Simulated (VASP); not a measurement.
A run of VASP 6.6.1 is set up as follows.

Contents of INCAR:

```
SYSTEM = Al
PREC = Accurate
ENCUT = 520
EDIFF = 1E-6
ISMEAR = -1
SIGMA = 0.05
LREAL = .FALSE.
LASPH = .TRUE.
NELM = 100
ALGO = Normal
ISIF = 2
LWAVE = .FALSE.
LCHARG = .FALSE.
GGA = CA
NBANDS = 8
```

Contents of KPOINTS:

```
regular mesh
0
G
  13 13 13
  0 0 0
```

Contents of POSCAR:

```
Al
1.0
   -1.5476015180      1.5476015180      1.5476015180
    1.5476015180     -1.5476015180      1.5476015180
    1.5476015180      1.5476015180     -1.5476015180
Al
1
Direct
    0.0000000000      0.0000000000      0.0000000000
```

Potentials or basis: VASP PAW LDA potentials, release 64 (Al).

Command:

```sh
$ cat potpaw_LDA.64/Al/POTCAR > POTCAR
$ mpirun -np 1 vasp_std > vasp.out
```

Question: Estimate the pressure.

Answer: 8.1 GPa.
